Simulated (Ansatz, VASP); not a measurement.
**WC: VASP beside Ansatz**

```
CELL_PARAMETERS angstrom
2.84708 0.00000 0.00000
0.00000 2.92177 0.00000
0.00000 0.00000 25.96476
ATOMIC_POSITIONS crystal
C 0.50000 0.00000 0.29660
C 0.50000 0.50000 0.38624
C 0.50000 0.00000 0.48325
C 0.50000 0.50000 0.58053
C 0.50000 0.00000 0.67832
W 0.00000 0.50000 0.31985
W 0.00000 0.00000 0.41820
W 0.00000 0.50000 0.51559
W 0.00000 0.00000 0.61303
W 0.00000 0.50000 0.70840
```

Alike in both runs: functional PBE; k mesh 12 × 12 × 1; occupations gaussian, width 0.1 eV; no spin polarisation.

Ansatz relaxed the structure, and its values are those at the end. VASP's run is a single point on that final structure, the one shown.

|  | VASP | Ansatz |
| --- | --- | --- |
| version | VASP 6.6.1 | Ansatz 0.2.0 |
| potentials or method | VASP PAW PBE potentials, release 64 (C, W_sv), cutoff 520 eV | scalar-relativistic, plane waves, PAW |
| valence electrons in the cell | 90 | 90 |

VASP gave:

- gap on the k mesh at the Fermi level (eV): none
- rms of the force components (eV/Å): 0.010

**Question.** Estimate Ansatz's values.

**Answer.** gap on the k mesh at the Fermi level (eV): none; rms of the force components (eV/Å): 0.004.

A gap of «none» marks a metal or a gap that the smearing closes. Ansatz's warnings: xc potential rough in thin density.

Neither program's run includes spin-orbit coupling.
